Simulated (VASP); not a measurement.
Wanted: the native input for a VASP 6.6.1 run.

| Property | Result |
| --- | --- |
| Task | single point |
| Functional | PBE |
| Potentials or basis | VASP PAW PBE potentials, release 64 (As) |
| Cutoff | 520 eV |
| k mesh | 8 × 8 × 6 |
| Occupations | fermi-dirac, width 0.05 eV |
| Spin | no spin polarisation |
| Dipole correction | no |
| Further INCAR settings | ALGO = Normal; EDIFF = 1e-06; NBANDS = 18 |

The structure of As lies in POSCAR:

```
As
1.0
    1.7877446484     -5.3877235979      0.0000000000
    1.7877446484      5.3877235979      0.0000000000
    0.0000000000      0.0000000000      4.3787499060
As
4
Direct
    0.3900000000      0.6100000000      0.5600000000
    0.8900000000      0.1100000000      0.9400000000
    0.6100000000      0.3900000000      0.4400000000
    0.1100000000      0.8900000000      0.0600000000
```

These files were run (other wordings do the same):

INCAR

```
SYSTEM = As
  PREC = Accurate
  ENCUT = 520
  EDIFF = 1E-6
  ISMEAR = -1
  SIGMA = 0.05
  LREAL = .FALSE.
  LASPH = .TRUE.
  NELM = 100
  ALGO = Normal
  ISIF = 2
  LWAVE = .FALSE.
  LCHARG = .TRUE.
  GGA = PE
  LELF = .TRUE.
  LVHAR = .TRUE.
  NBANDS = 18
```

KPOINTS

```
regular mesh
0
G
  8 8 6
  0 0 0
```

Potentials or basis: VASP PAW PBE potentials, release 64 (As).

Command:

```console
$ cat potpaw_PBE.64/As/POTCAR > POTCAR
$ mpirun -np 1 vasp_std > vasp.out
```

It gave:

```
Pressure               : 8.7 GPa
Largest force          : 0.701 eV/Å
Band gap on the k mesh : zero (band 10 reaches 5.51 eV, above the bottom of band 11 at 5.46 eV)
```

Run time: 76 s on 1 thread of Intel(R) Xeon(R) Platinum 8488C (Sapphire Rapids), with other jobs on the host, peak memory 0.28 GiB.
